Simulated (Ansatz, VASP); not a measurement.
Given: the input of a run of Ansatz 0.2.0 on Cu.

The input input.yaml:

```yaml
crystal:
  lattice:
    - [-1.44279332, 1.44279332, 1.37608145]
    - [1.44279332, -1.44279332, 1.37608145]
    - [1.44279332, 1.44279332, -1.37608145]
  atoms:
    - { symbol: Cu, position: [0.0, 0.0, 0.0] }
hamiltonian:
  xc: pbe
  pseudopotentials: { kind: paw }
kpoints:
  mp_grid: { grid: [13, 13, 13] }
scf:
  occupations: { method: gaussian, width: 0.026 }
output:
  forces: true
  stress: true
  eigenvalues: true
```

Potentials or basis: Ansatz PAW.

The run is started by

```console
$ ansatz run input.yaml --threads 2 --pin off --max-ram 5632MiB --backend cpu --events-out ev --progress --plain --runs-dir out
```

Set up the same calculation for VASP 6.6.1. Potentials there: VASP PAW PBE potentials, release 64 (Cu).

As run (the cutoff follows the program's own potentials):

File INCAR:

```
ALGO = Normal
EDIFF = 1E-6
ENCUT = 520
GGA = PE
ISIF = 2
ISMEAR = 0
LASPH = T
LCHARG = T
LELF = T
LREAL = F
LVHAR = T
LWAVE = F
NBANDS = 12
NELM = 80
PREC = Accurate
SIGMA = 0.026000000000000002
```

KPOINTS

```
k-points
0
Gamma
  13 13 13
```

POSCAR

```
Cu
1.0
   -1.4427933200      1.4427933200      1.3760814500
    1.4427933200     -1.4427933200      1.3760814500
    1.4427933200      1.4427933200     -1.3760814500
Cu
1
Direct
    0.0000000000      0.0000000000      0.0000000000
```

Potentials or basis: VASP PAW PBE potentials, release 64 (Cu).

The run is started by

```sh
$ cat potpaw_PBE.64/Cu/POTCAR > POTCAR
$ mpirun -np 1 vasp_std > vasp.out
```

Both were run:

|  | VASP | Ansatz | Ansatz less VASP |
| --- | --- | --- | --- |
| gap on the k mesh at the Fermi level (eV) | none | none | - |
| pressure (GPa) | 7.8 | 7.2 | -0.60 |
| traceless stress, the component that is largest in VASP (GPa) | -0.03 | 0.18 | +0.210 |

A gap of «none» marks a metal or a gap that the smearing closes. VASP's potentials hold 11 valence electrons a cell and Ansatz's 19, so a difference there can come from the potentials and not from the codes.
